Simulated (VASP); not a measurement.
Wanted: the native input for a VASP 6.6.1 run.

| Property | Result |
| --- | --- |
| Task | single point |
| Functional | PBE |
| Potentials or basis | VASP PAW PBE potentials, release 64 (Te) |
| Cutoff | 520 eV |
| k mesh | 14 × 14 × 14 |
| Occupations | fermi-dirac, width 0.05 eV |
| Spin | no spin polarisation |
| Dipole correction | no |
| Further INCAR settings | ALGO = Normal; EDIFF = 1e-06; NBANDS = 9 |

The structure of Te lies in POSCAR:

```
Te
1.0
   -1.7734351620      1.7734351620      1.7734351620
    1.7734351620     -1.7734351620      1.7734351620
    1.7734351620      1.7734351620     -1.7734351620
Te
1
Direct
    0.0000000000      0.0000000000      0.0000000000
```

This isn't the form of Te at room conditions, which is trigonal, of chains.

The input as run:

INCAR

```
PREC     = Accurate       # precision mode
ENCUT    = 520            # plane-wave cutoff, eV
EDIFF    = 1E-6           # SCF threshold, eV
ISMEAR   = -1             # smearing method
SIGMA    = 0.05           # smearing width, eV
LREAL    = False          # projectors in reciprocal space
LASPH    = True           # aspherical terms in the spheres
NELM     = 100            # most SCF steps
ALGO     = Normal         # electronic algorithm
ISIF     = 2              # what is computed and relaxed
LWAVE    = False          # write WAVECAR
LCHARG   = False          # write CHGCAR
GGA      = PE             # functional
NBANDS   = 9              # bands
```

KPOINTS

```
regular mesh
0
Gamma
  14 14 14
```

Potentials or basis: VASP PAW PBE potentials, release 64 (Te).

Run with:

```console
$ cat potpaw_PBE.64/Te/POTCAR > POTCAR
$ mpirun -np 1 vasp_std > vasp.out
```

It gave:

```yaml
Pressure: 24.0 GPa
Band_gap_on_the_k_mesh: zero (bands 3 and 4 overlap by 8.41 eV)
```

Caveat: the cell stands under pressure; spin-orbit coupling is left out, which moves the levels of the heavy elements.

Wall time 17 s on 1 thread of Intel Xeon 8259CL (shared host), peak memory 0.15 GiB.
